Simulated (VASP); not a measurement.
# K3F2 (R-3c) in VASP: single point with PBE

Aim: the single point of K3F2 with PBE.

Everything below comes from runs of VASP 6.6.1. Logs are shortened: lines on timing, memory, paths and dates and some standing lists are left out, and cuts for length are marked.

### 1 The cell of the first run

It takes space group R-3c (No. 167, trigonal). The conventional cell has a = 6.876 Å, b = 6.876 Å, c = 19.990 Å, α = 90.00°, β = 90.00°, γ = 120.00°. Within 3.8 Å of K (site symmetry 2) lie 4 F at 2.75 to 2.86 Å and 2 K at 3.71 Å. F (site symmetry 3) has 6 K at 2.75 to 2.86 Å and 1 F at 3.45 Å within 3.6 Å.

### 2 Single point, PBE

INCAR reads:

```
SYSTEM = K3F2
PREC     = Accurate       ! precision mode
ENCUT    = 520            ! plane-wave cutoff, eV
EDIFF    = 1E-6           ! SCF threshold, eV
ISMEAR   = 0              ! smearing method
SIGMA    = 0.1            ! smearing width, eV
LREAL    = .False.        ! projectors in reciprocal space
LASPH    = .True.         ! aspherical terms in the spheres
NELM     = 80             ! most SCF steps
ALGO     = Normal         ! electronic algorithm
ISIF     = 2              ! what is computed and relaxed
LWAVE    = .False.        ! write WAVECAR
LCHARG   = .False.        ! write CHGCAR
GGA      = PE             ! functional
NBANDS   = 52             ! bands
```

KPOINTS reads:

```
regular mesh
0
Gamma
  6 6 6
  0 0 0
```

POSCAR reads:

```
K3F2
1.0
    3.4379296694      1.9848896201      6.6632898263
   -3.4379296694      1.9848896201      6.6632898263
    0.0000000000     -3.9697792402      6.6632898263
K F
6 4
Direct
    0.0612699738      0.4387300262      0.7500000000
    0.7500000000      0.0612699738      0.4387300262
    0.4387300262      0.7500000000      0.0612699738
    0.9387300262      0.5612699738      0.2500000000
    0.2500000000      0.9387300262      0.5612699738
    0.5612699738      0.2500000000      0.9387300262
    0.8363082834      0.8363082834      0.8363082834
    0.6636917166      0.6636917166      0.6636917166
    0.1636917166      0.1636917166      0.1636917166
    0.3363082834      0.3363082834      0.3363082834
```

Potentials or basis: VASP PAW PBE potentials, release 64 (K_sv, F).

Started as:

```console
> cat potpaw_PBE.64/K_sv/POTCAR potpaw_PBE.64/F/POTCAR > POTCAR
> mpirun -np 1 vasp_std > vasp.out
```

OUTCAR:

```text
SYSTEM = K3F2
   PREC = Accurate
   ENCUT = 520
   EDIFF = 1E-6
   ISMEAR = 0
   LREAL = .False.
   LASPH = .True.
   NELM = 80
   ISIF = 2
   GGA = PE

 ion  position               nearest neighbor table
   1  0.061  0.439  0.750-   7 2.75   8 2.75   2 3.71   3 3.71
   2  0.750  0.061  0.439-   7 2.75   8 2.75   1 3.71   3 3.71
   3  0.439  0.750  0.061-   7 2.75   8 2.75   1 3.71   2 3.71
   4  0.939  0.561  0.250-   9 2.75  10 2.75   6 3.71   5 3.71
   5  0.250  0.939  0.561-   9 2.75  10 2.75   4 3.71   6 3.71
   6  0.561  0.250  0.939-   9 2.75  10 2.75   4 3.71   5 3.71
   7  0.836  0.836  0.836-   1 2.75   2 2.75   3 2.75
   8  0.664  0.664  0.664-   1 2.75   2 2.75   3 2.75
   9  0.164  0.164  0.164-   4 2.75   5 2.75   6 2.75
  10  0.336  0.336  0.336-   4 2.75   5 2.75   6 2.75

  LATTYP: Found a trigonal (rhomboedric) cell.
 ALAT       =     7.7561961376
 COS(alpha) =     0.6070598508

  Lattice vectors:

 A1 = (   3.4379296694,   1.9848896201,   6.6632898263)
 A2 = (  -3.4379296694,   1.9848896201,   6.6632898263)
 A3 = (   0.0000000000,  -3.9697792402,   6.6632898263)

Analysis of symmetry for initial positions (statically):
=====================================================================
 Subroutine PRICEL returns:
 Original cell was already a primitive cell.

 Routine SETGRP: Setting up the symmetry group for a
 trigonal (rhombohedral) supercell.

 Subroutine GETGRP returns: Found 12 space group operations
 (whereof  6 operations were pure point group operations)
 out of a pool of 12 trial point group operations.

The static configuration has the point symmetry S_6 .
 The point group associated with its full space group is D_3d.

Analysis of symmetry for dynamics (positions and initial velocities):
=====================================================================
 Subroutine PRICEL returns:
 Original cell was already a primitive cell.

 Routine SETGRP: Setting up the symmetry group for a
 trigonal (rhombohedral) supercell.

 Subroutine GETGRP returns: Found 12 space group operations
 (whereof  6 operations were pure point group operations)
 out of a pool of 12 trial point group operations.

The dynamic configuration has the point symmetry S_6 .
 The point group associated with its full space group is D_3d.

 Subroutine INISYM returns: Found 12 space group operations
 (whereof  6 operations are pure point group operations),
 and found     1 'primitive' translations

----------------------------------------------------------------------------------------

                                     Primitive cell

  volume of cell :     272.8182

  direct lattice vectors                    reciprocal lattice vectors
     3.437929669  1.984889620  6.663289826     0.145436367  0.083967725  0.050025339
    -3.437929669  1.984889620  6.663289826    -0.145436367  0.083967725  0.050025339
     0.000000000 -3.969779240  6.663289826     0.000000000 -0.167935451  0.050025339

  length of vectors
     7.756196138  7.756196138  7.756196138     0.175227995  0.175227995  0.175227995

  position of ions in fractional coordinates (direct lattice)
     0.061269974  0.438730026  0.750000000
     0.750000000  0.061269974  0.438730026
     0.438730026  0.750000000  0.061269974
     0.938730026  0.561269974  0.250000000
     0.250000000  0.938730026  0.561269974
     0.561269974  0.250000000  0.938730026
     0.836308283  0.836308283  0.836308283
     0.663691717  0.663691717  0.663691717
     0.163691717  0.163691717  0.163691717
     0.336308283  0.336308283  0.336308283

  ion indices of the primitive-cell ions
   primitive index   ion index
                 1           1
                 2           2
                 3           3
                 4           4
                 5           5
                 6           6
                 7           7
                 8           8
                 9           9
                10          10

----------------------------------------------------------------------------------------

 KPOINTS: regular mesh

Automatic generation of k-mesh.
 Grid dimensions read from file:
 generate k-points for:    6    6    6

 Generating k-lattice:

  Cartesian coordinates                     Fractional coordinates (reciprocal lattice)
     0.024239394  0.013994621  0.008337557     0.166666667 -0.000000000 -0.000000000
    -0.024239394  0.013994621  0.008337557    -0.000000000  0.166666667 -0.000000000
     0.000000000 -0.027989242  0.008337557    -0.000000000 -0.000000000  0.166666667

  Length of vectors
     0.029204666  0.029204666  0.029204666

  Shift w.r.t. Gamma in fractional coordinates (k-lattice)
     0.000000000  0.000000000  0.000000000

 Subroutine IBZKPT returns following result:
 ===========================================

 Found     32 irreducible k-points:

 Following reciprocal coordinates:
            Coordinates               Weight
  0.000000  0.000000  0.000000      1.000000
  0.166667  0.000000 -0.000000      6.000000
  0.333333 -0.000000  0.000000      6.000000
  0.500000  0.000000 -0.000000      3.000000
  0.166667  0.166667 -0.000000      6.000000
  0.333333  0.166667 -0.000000     12.000000
[... 16 lines left out ...]
  0.500000  0.500000  0.166667      6.000000
 -0.333333  0.500000  0.166667     12.000000
 [... further k-points ...]
   k-points           NKPTS =     32   k-points in BZ     NKDIM =     32   number of bands    NBANDS=     52
   number of dos      NEDOS =    301   number of ions     NIONS =     10
   total plane-waves  NPLWV = 216000
   dimension x,y,z NGX =    60 NGY =   60 NGZ =   60
   dimension x,y,z NGXF=   120 NGYF=  120 NGZF=  120
   ions per type =               6   4
   NGX,Y,Z   is equivalent  to a cutoff of  12.86, 12.86, 12.86 a.u.
   NGXF,Y,Z  is equivalent  to a cutoff of  25.72, 25.72, 25.72 a.u.
 SYSTEM =  K3F2
   PREC   = accura    normal or accurate (medium, high low for compatibility)
   ISTART =      0    job   : 0-new  1-cont  2-samecut
   ICHARG =      2    charge: 1-file 2-atom 10-const
   ISPIN  =      1    spin polarized calculation?
   LNONCOLLINEAR =      F non collinear calculations
   LSORBIT =      F    spin-orbit coupling
   LASPH  =      T    aspherical Exc in radial PAW
   ENCUT  =  520.0 eV  38.22 Ry    6.18 a.u.  14.42 14.42 14.42*2*pi/ulx,y,z
   NELM   =     80;   NELMIN=  2; NELMDL= -5     # of ELM steps
   EDIFF  = 0.1E-05   stopping-criterion for ELM
   LREAL  =      F    real-space projection
   EDIFFG = 0.1E-04   stopping-criterion for IOM
   NSW    =      0    number of steps for IOM
   IBRION =     -1    ionic relax: 0-MD 1-quasi-New 2-CG
   NFREE  =      0    steps in history (QN), initial steepest desc. (CG)
   ISIF   =      2    stress and relaxation
   ISYM   =      2    0-nonsym 1-usesym 2-fastsym
   POTIM  = 0.5000    time-step for ionic-motion
   TEBEG  =    0.0;   TEEND  =   0.0 temperature during run
   PSTRESS=    0.0 pullay stress
   NELECT =      82.0000    total number of electrons
   NUPDOWN=      -1.0000    fix difference up-down
   EMIN   =  10.00;   EMAX   =-10.00  energy-range for DOS
   EFERMI =   0.00;   METHOD = LEGACY
   ISMEAR =     0;   SIGMA  =   0.10  broadening in eV -4-tet -1-fermi 0-gaus
   EFERMI_NEDOS =   21; number of points for ismear=-14 and -15
   IALGO  =     38    algorithm
   IMIX   =      4    mixing-type and parameters
     AMIX     =   0.40;   BMIX     =  1.00
     AMIX_MAG =   1.60;   BMIX_MAG =  1.00
  volume/ion in A,a.u.               =      27.28       184.11
  Fermi-wavevector in a.u.,A,eV,Ry     =   1.096617  2.072306 16.361945  1.202569
  Thomas-Fermi vector in A             =   2.232962
   LORBIT       =      0    0 simple, 1 ext, 2 COOP (PROOUT), +10 PAW based schemes
   GGA     = PE    functional components
   LHFCALC =     F    Hartree Fock is set to
   AEXX    =    0.0000 exact exchange contribution
   IVDW    =     0    specifies the selected vdW correction
   LEPSILON=     F    determine dielectric tensor
   LRPA    =     F    only Hartree local field effects (RPA)
 non-spin polarized calculation
 Gauss-broadening in eV      SIGMA  =   0.10
  energy-cutoff  :      520.00
  volume of cell :      272.82
 maximum number of plane-waves:      7376
 NGX is ok and might be reduce to    60
   NGX = 29   NGY = 29   NGZ = 29

 number of electron      81.9999991 magnetization

 Free energy of the ion-electron system (eV)
  ---------------------------------------------------
  ext. energy  EPLUGINS =         0.00000000
  ---------------------------------------------------
  free energy    TOTEN  =       -33.72094524 eV

  energy without entropy =      -33.70466273  energy(sigma->0) =      -33.71280399

 E-fermi :   1.7564     XC(G=0):  -7.4597

 val. band max:        1.7421014458   @ k =  -0.3333   0.3333   0.1667
 cond. band min:       1.8082140079   @ k =  -0.3333   0.3333   0.0000
 fundamental gap:      0.0661125621
 Fermi energy:         1.7563725873

 k-point     1 :       0.0000    0.0000    0.0000
  band No.  band energies     occupation
      1     -30.1592      2.00000
      2     -30.1236      2.00000
      3     -30.1075      2.00000
      4     -30.1075      2.00000
      5     -30.1038      2.00000
      6     -30.1038      2.00000
[... 44 lines left out ...]
     51       6.1635      0.00000
     52       6.1660      0.00000

 k-point     2 :       0.1667    0.0000   -0.0000
  band No.  band energies     occupation
      1     -30.1558      2.00000
      2     -30.1231      2.00000
      3     -30.1096      2.00000
      4     -30.1081      2.00000
      5     -30.1047      2.00000
      6     -30.1043      2.00000
[... 44 lines left out ...]
     51       5.9032      0.00000
     52       6.0802      0.00000

 k-point     3 :       0.3333   -0.0000    0.0000
  band No.  band energies     occupation
      1     -30.1466      2.00000
      2     -30.1252      2.00000
      3     -30.1121      2.00000
      4     -30.1089      2.00000
      5     -30.1067      2.00000
      6     -30.1063      2.00000
[... 44 lines left out ...]
     51       5.9556      0.00000
     52       5.9947      0.00000
[... 1046 lines left out ...]
 k-point    23 :       0.5000    0.5000    0.1667
  band No.  band energies     occupation
      1     -30.1391      2.00000
      2     -30.1286      2.00000
      3     -30.1153      2.00000
      4     -30.1123      2.00000
      5     -30.1075      2.00000
      6     -30.1031      2.00000
[... 44 lines left out ...]
     51       5.7152      0.00000
     52       5.8219      0.00000

 k-point    24 :      -0.3333    0.5000    0.1667
  band No.  band energies     occupation
      1     -30.1339      2.00000
      2     -30.1281      2.00000
      3     -30.1176      2.00000
      4     -30.1147      2.00000
      5     -30.1075      2.00000
      6     -30.1041      2.00000
[... 44 lines left out ...]
     51       5.6945      0.00000
     52       5.8105      0.00000

 [... further k-points ...]

------------------------ aborting loop because EDIFF is reached ----------------------------------------

  FORCE on cell =-STRESS in cart. coord.  units (eV):
  Direction    XX          YY          ZZ          XY          YZ          ZX
  --------------------------------------------------------------------------------------
  -------------------------------------------------------------------------------------
  Total       -0.0243349     -0.0243349      0.0358654      0.0000000      0.0000000      0.0000000
  in kB       -0.1429112     -0.1429112      0.2106265      0.0000000      0.0000000      0.0000000
  external PRESSURE =      -0.0250653 kB  Pullay stress =       0.0000000 kB

 VOLUME and BASIS-vectors are now :
 -----------------------------------------------------------------------------
  energy-cutoff  :      520.00
  volume of cell :      272.82
      direct lattice vectors                 reciprocal lattice vectors
     3.437929669  1.984889620  6.663289826     0.145436367  0.083967725  0.050025339
    -3.437929669  1.984889620  6.663289826    -0.145436367  0.083967725  0.050025339
     0.000000000 -3.969779240  6.663289826     0.000000000 -0.167935451  0.050025339

 POSITION                                       TOTAL-FORCE (eV/Angst)
 -----------------------------------------------------------------------------------
     -1.29768     -1.98489      8.32911         0.008075      0.000000      0.000000
      2.36781     -0.13138      8.32911        -0.004038      0.006993      0.000000
     -1.07012      2.11627      8.32911        -0.004038     -0.006993      0.000000
      1.29768      1.98489     11.66076        -0.008075      0.000000      0.000000
     -2.36781      0.13138     11.66076         0.004038     -0.006993      0.000000
      1.07012     -2.11627     11.66076         0.004038      0.006993      0.000000
      0.00000      0.00000     16.71769         0.000000      0.000000      0.007222
      0.00000      0.00000     13.26711         0.000000      0.000000     -0.007222
      0.00000      0.00000      3.27218         0.000000      0.000000     -0.007222
      0.00000      0.00000      6.72276         0.000000      0.000000      0.007222
 -----------------------------------------------------------------------------------
    total drift:                                0.000000     -0.000000      0.000000

  FREE ENERGIE OF THE ION-ELECTRON SYSTEM (eV)
  ---------------------------------------------------
  free  energy   TOTEN  =       -33.7209452435 eV

  energy  without entropy=      -33.7046627321  energy(sigma->0) =      -33.71280399
```

Wall time 7.1 min (1 thread of Intel Xeon Platinum 8488C (Sapphire Rapids), shared host); peak memory 0.68 GiB.

What came out:

* Free energy: -33.7209 eV
* Pressure: 0.0 GPa
* Largest force: 0.008 eV/Å
* Band gap on the k mesh: zero (bands 41 and 42 overlap by 0.46 eV)

Forces on the atoms (eV/Å):
```
K    0.008  0.000  0.000
K   -0.004  0.007  0.000
K   -0.004 -0.007  0.000
K   -0.008  0.000  0.000
K    0.004 -0.007  0.000
K    0.004  0.007  0.000
F    0.000  0.000  0.007
F    0.000  0.000 -0.007
F    0.000  0.000 -0.007
F    0.000  0.000  0.007
```

The gap in the log of VASP goes by the Fermi energy; the results here count the filled bands.